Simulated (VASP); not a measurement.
Input of a VASP 6.6.1 run:

File INCAR:

```
PREC     = Accurate       # precision mode
ENCUT    = 520            # plane-wave cutoff, eV
EDIFF    = 1E-6           # SCF threshold, eV
ISMEAR   = 0              # smearing method
SIGMA    = 0.1            # smearing width, eV
LREAL    = F              # projectors in reciprocal space
LASPH    = T              # aspherical terms in the spheres
NELM     = 80             # most SCF steps
ALGO     = Normal         # electronic algorithm
ISIF     = 2              # what is computed and relaxed
LWAVE    = F              # write WAVECAR
LCHARG   = T              # write CHGCAR
GGA      = PE             # functional
LELF     = T              # ELF
LVHAR    = T            
NBANDS   = 24             # bands
```

File KPOINTS:

```
Automatic mesh
0
Gamma
  4 4 4
```

POSCAR

```
ZnCl3
1.0
    0.0000000000      3.4157741403      3.4157741403
    3.4157741403      0.0000000000      3.4157741403
    3.4157741403      3.4157741403      0.0000000000
Zn Cl
1 3
Direct
    0.0000000000      0.0000000000      0.0000000000
    0.2500000000      0.2500000000      0.2500000000
    0.7500000000      0.7500000000      0.7500000000
    0.5000000000      0.5000000000      0.5000000000
```

Potentials or basis: VASP PAW PBE potentials, release 64 (Zn, Cl).

Command:

```bash
$ cat potpaw_PBE.64/Zn/POTCAR potpaw_PBE.64/Cl/POTCAR > POTCAR
$ mpirun -np 1 vasp_std > vasp.out
```

**Question.** Estimate the band gap on the k mesh.

**Answer.** Zero (an odd number of electrons rules out a gap without spin polarisation).

**Question.** Estimate the pressure.

**Answer.** -0.1 GPa.

Caveat: the k points lie up to 0.40 Å⁻¹ apart, too coarse for converged energies and pressures of a metal; an odd number of electrons without spin polarisation forces a metal; a magnetic or distorted state may lie lower.
